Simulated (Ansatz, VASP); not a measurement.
**One calculation of Al, two programs**

INCAR

```
  PREC = Accurate
  ENCUT = 600
  EDIFF = 1E-7
  ISMEAR = -1
  SIGMA = 0.1
  LREAL = False
  LASPH = True
  NELM = 80
  ALGO = Normal
  ISIF = 3
  LWAVE = False
  LCHARG = False
  GGA = PE
  IBRION = 2
  NSW = 80
  EDIFFG = -0.01
```

KPOINTS

```
Automatic mesh
0
Gamma
  14 14 14
```

POSCAR

```
Al
1.0
   -1.6070768880      1.6070768880      1.6070768880
    1.6070768880     -1.6070768880      1.6070768880
    1.6070768880      1.6070768880     -1.6070768880
Al
1
Direct
    0.0000000000      0.0000000000      0.0000000000
```

Input for Ansatz:

```yaml
crystal:
  lattice:
    - [-1.607076888, 1.607076888, 1.607076888]
    - [1.607076888, -1.607076888, 1.607076888]
    - [1.607076888, 1.607076888, -1.607076888]
  atoms:
    - { symbol: Al, position: [0.0, 0.0, 0.0] }
hamiltonian:
  xc: pbe
  pseudopotentials:
    kind: paw
    azcp:
      Al: "pseudopotentials/Al.paw.azcp"
basis:
  ecutwfc: 420
  fft_grid_basis: typed
kpoints:
  mp_grid: { grid: [14, 14, 14], shift: [0, 0, 0] }
magnetization:
  spin_polarized: false
scf:
  occupations: { method: fermi_dirac, width: 0.1 }
relax:
  max_steps: 60
  f_tol: 0.01
  cell: {}
output:
  write_density: true
  write_potential: true
  elf: true
  volumetric_format: npy
```

Alike in both runs: task relaxation of cell and atoms; functional PBE; k mesh 14 × 14 × 14; occupations fermi-dirac, width 0.1 eV; no spin polarisation.

|  | VASP | Ansatz |
| --- | --- | --- |
| version | VASP 6.6.1 | Ansatz 0.2.0 |
| potentials or method | VASP PAW PBE potentials, release 64 (Al), cutoff 600 eV | plane waves (420 eV) with PAW, scalar-relativistic |
| valence electrons in the cell | 3 | 3 |

Ansatz gave:

| Property | Result |
| --- | --- |
| relaxed volume (Å³/atom) | 16.97 |
| relaxed cell length with the largest relative difference (Å) | 2.804 |

Problem. Which values does VASP return?

Solution. Relaxed volume (Å³/atom): 16.96; relaxed cell length with the largest relative difference (Å): 2.803.
